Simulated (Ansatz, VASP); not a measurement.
Al in VASP and in Ansatz

INCAR

```
SYSTEM = Al
ALGO = Normal
EDIFF = 1E-7
ENCUT = 520
GGA = PE
ISIF = 2
ISMEAR = 0
LASPH = .TRUE.
LCHARG = .FALSE.
LREAL = .FALSE.
LWAVE = .FALSE.
NBANDS = 8
NELM = 100
PREC = Accurate
SIGMA = 0.05
```

The input KPOINTS:

```
k-points
0
G
  8 8 8
  0 0 0
```

POSCAR

```
Al
1.0
    0.0000000000      2.0222963920      2.0222963920
    2.0222963920      0.0000000000      2.0222963920
    2.0222963920      2.0222963920      0.0000000000
Al
1
Direct
    0.0000000000      0.0000000000      0.0000000000
```

Input for Ansatz:

```yaml
crystal:
  lattice:
    - [0.0, 2.022296392, 2.022296392]
    - [2.022296392, 0.0, 2.022296392]
    - [2.022296392, 2.022296392, 0.0]
  atoms:
    - { symbol: Al, position: [0.0, 0.0, 0.0] }
basis:
  ecutwfc: 420
  ecutrho_ratio: 4
kpoints:
  mp_grid: { grid: [8, 8, 8] }
hamiltonian:
  xc: pbe
scf:
  occupations: { method: gaussian, width: 0.05 }
output:
  forces: true
  stress: true
  eigenvalues: true
```

Alike in both runs: task single point; functional PBE; k mesh 8 × 8 × 8; occupations gaussian, width 0.05 eV; no spin polarisation.

|  | VASP | Ansatz |
| --- | --- | --- |
| version | VASP 6.6.1 | Ansatz 0.2.0 |
| potentials or method | VASP PAW PBE potentials, release 64 (Al), cutoff 520 eV | scalar-relativistic, plane waves, PAW |
| valence electrons in the cell | 3 | 3 |

```tsv
	VASP	Ansatz	Ansatz less VASP
gap on the k mesh at the Fermi level (eV)	none	none	-
pressure (GPa)	-0.1	-0.1	+0.04
```

A gap of «none» marks a metal or a gap that the smearing closes.
